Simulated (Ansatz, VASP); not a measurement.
GaSb in VASP and in Ansatz

The input INCAR:

```
SYSTEM = GaSb
  PREC = Accurate
  ENCUT = 520
  EDIFF = 1E-6
  ISMEAR = 0
  SIGMA = 0.1
  LREAL = .False.
  LASPH = .True.
  NELM = 100
  ALGO = Normal
  ISIF = 2
  LWAVE = .False.
  LCHARG = .True.
  GGA = PE
  LELF = .True.
  LVHAR = .True.
  NBANDS = 26
```

KPOINTS

```
regular mesh
0
Gamma
  12 12 8
  0 0 0
```

POSCAR

```
GaSb
1.0
    3.1077436235      3.1077436235      0.0000000000
   -3.1077436235      3.1077436235      0.0000000000
    0.0000000000      0.0000000000      6.5884164818
Ga Sb
2 2
Direct
    0.0000000000      0.0000000000      0.0000000000
    0.5000000000      0.5000000000      0.5000000000
    0.5000000000      0.0000000000      0.2500000000
    0.0000000000      0.5000000000      0.7500000000
```

Input for Ansatz:

```yaml
crystal:
  lattice:
    - [3.1077436235, 3.1077436235, 0.0]
    - [-3.1077436235, 3.1077436235, 0.0]
    - [0.0, 0.0, 6.5884164818]
  atoms:
    - { symbol: Ga, position: [0.0, 0.0, 0.0] }
    - { symbol: Ga, position: [0.5, 0.5, 0.5] }
    - { symbol: Sb, position: [0.5, 0.0, 0.25] }
    - { symbol: Sb, position: [0.0, 0.5, 0.75] }
basis:
  ecutwfc: 420
kpoints:
  mp_grid: { grid: [12, 12, 8] }
hamiltonian:
  xc: pbe
scf:
  occupations: { method: gaussian, width: 0.1 }
output:
  forces: true
  stress: true
  eigenvalues: true
```

Change from the starting cell: strain along c alone, the other axes held, atoms relaxed: +6.0 %.

Alike in both runs: task single point; functional PBE; k mesh 12 × 12 × 8; occupations gaussian, width 0.1 eV; no spin polarisation.

|  | VASP | Ansatz |
| --- | --- | --- |
| version | VASP 6.6.1 | Ansatz 0.2.0 |
| potentials or method | VASP PAW PBE potentials, release 64 (Ga_d, Sb), cutoff 520 eV | scalar-relativistic, plane waves, PAW |
| valence electrons in the cell | 36 | 56 |

Ansatz gave:

```
gap on the k mesh at the Fermi level (eV)                     : none
pressure (GPa)                                                : -2.3
traceless stress, the component that is largest in VASP (GPa) : -1.70
```

Q: What did VASP give for the same quantities?

A: gap on the k mesh at the Fermi level (eV): none; pressure (GPa): -2.2; traceless stress, the component that is largest in VASP (GPa): -1.70.

A gap of «none» marks a metal or a gap that the smearing closes. VASP's potentials hold 36 valence electrons a cell and Ansatz's 56, so a difference there can come from the potentials and not from the codes.

Neither program's run includes spin-orbit coupling.
